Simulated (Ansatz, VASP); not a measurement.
## BN in VASP and in Ansatz

```
B N
1.0
     0.00000    1.80750    1.80750
     1.80750    0.00000    1.80750
     1.80750    1.80750    0.00000
B N
1 1
Cartesian
  0.0000 0.0000 0.0000
  0.9038 0.9038 0.9038
```

Alike in both runs: task single point; functional PBE; k mesh 14 × 14 × 14; no spin polarisation.

|  | VASP | Ansatz |
| --- | --- | --- |
| version | VASP 6.6.1 | Ansatz 0.2.0 |
| potentials or method | VASP PAW PBE potentials, release 64 (B, N), cutoff 520 eV | plane waves, PAW |
| occupations | gaussian, width 0.01 eV | fixed |
| valence electrons in the cell | 8 | 8 |

Ansatz gave:

```
pressure (GPa) : 3.0
```

Estimate VASP's values.

pressure (GPa): 3.3.
